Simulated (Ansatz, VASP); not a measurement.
# Two plane-wave programs on H2CI2

File POSCAR:

```
H2CI2
1.0
    0.0000000000      6.3999920768      2.3356582103
    3.5994338446      0.0000000000      2.3356582103
    3.5994338446      6.3999920768      0.0000000000
H C I
2 1 2
Direct
    0.7368029919      0.9888324569      0.2631970081
    0.9888324569      0.7368029919      0.0111675431
    0.9929460097      0.9929460097      0.0070539903
    0.3885491671      0.1088893744      0.8911106256
    0.1088893744      0.3885491671      0.6114508329
```

Contents of INCAR.step1:

```
ALGO = Normal
EDIFF = 1E-4
ENCUT = 600
GGA = PE
ISMEAR = 0
LASPH = True
LCHARG = False
LREAL = False
LWAVE = True
NELM = 100
PREC = Accurate
SIGMA = 0.02
```

File INCAR.step2:

```
ALGO = Normal
EDIFF = 1E-6
EDIFFG = -0.02
ENCUT = 600
IBRION = 2
ISIF = 3
ISMEAR = 0
ISTART = 1
LASPH = True
LCHARG = False
LMIXTAU = True
LREAL = False
LWAVE = False
METAGGA = R2SCAN
NELM = 100
NSW = 70
PREC = Accurate
SIGMA = 0.02
```

KPOINTS

```
k-points
0
Gamma
  6 6 6
```

Input for Ansatz:

```yaml
crystal:
  lattice:
    - [0.0, 6.3999920768, 2.3356582103]
    - [3.5994338446, 0.0, 2.3356582103]
    - [3.5994338446, 6.3999920768, 0.0]
  atoms:
    - { symbol: H, position: [0.7368029919, 0.9888324569, 0.2631970081] }
    - { symbol: H, position: [0.9888324569, 0.7368029919, 0.0111675431] }
    - { symbol: C, position: [0.9929460097, 0.9929460097, 0.0070539903] }
    - { symbol: I, position: [0.3885491671, 0.1088893744, 0.8911106256] }
    - { symbol: I, position: [0.1088893744, 0.3885491671, 0.6114508329] }
basis:
  ecutwfc: 500
kpoints:
  mp_grid: { grid: [6, 6, 6] }
hamiltonian:
  xc: r2scan
scf:
  occupations: { method: gaussian, width: 0.02 }
output:
  forces: true
  stress: true
  eigenvalues: true
relax:
  adjacent_minimum: "off"
  f_tol: 0.02
  max_steps: 50
  cell: { stress_tol: 0.03 }
```

Alike in both runs: task relaxation of cell and atoms; functional r2SCAN; k mesh 6 × 6 × 6; occupations gaussian, width 0.02 eV; no spin polarisation.

|  | VASP | Ansatz |
| --- | --- | --- |
| version | VASP 6.6.1 | Ansatz 0.2.0 |
| potentials or method | VASP PAW PBE potentials, release 64 (H, C, I), cutoff 600 eV | scalar-relativistic, plane waves, PAW |
| valence electrons in the cell | 20 | 40 |

|  | VASP | Ansatz | Ansatz less VASP |
| --- | --- | --- | --- |
| gap on the k mesh at the Fermi level, each at its own relaxed structure (eV) | 3.21 | 3.21 | +0.001 |
| relaxed volume (Å³/atom) | 23.58 | 23.77 | +0.186 |
| relaxed length of the cell vector where the two differ most in proportion (Å) | 4.432 | 4.461 | +0.0289 |

VASP's potentials were made for PBE, not for r2SCAN. VASP's potentials hold 20 valence electrons a cell and Ansatz's 40, so a difference there can come from the potentials and not from the codes.

Spin-orbit coupling is off throughout.
